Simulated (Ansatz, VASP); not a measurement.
Two plane-wave programs on CaF2

```xyz
3
Lattice="3.8622 0.0000 0.0000 1.9311 3.3448 0.0000 1.9311 1.1149 3.1535" Properties=species:S:1:pos:R:3 pbc="T T T"
Ca    0.0000    0.0000    0.0000
F     1.9311    1.1149    0.7884
F     5.7933    3.3448    2.3651
```

Alike in both runs: task single point; functional LDA; k mesh 6 × 6 × 6; no spin polarisation.

```csv
,VASP,Ansatz
version,VASP 6.6.1,Ansatz 0.2.0
potentials or method,"VASP PAW LDA potentials, release 64 (Ca_sv, F), cutoff 600 eV","plane waves, PAW"
occupations,"gaussian, width 0.01 eV",fixed
valence electrons in the cell,24,24
```

|  | VASP | Ansatz | Ansatz less VASP |
| --- | --- | --- | --- |
| pressure (GPa) | -6.2 | -6.5 | -0.29 |

LDA's correlation is that of Perdew and Zunger in VASP and of Perdew and Wang (1992) in Ansatz.
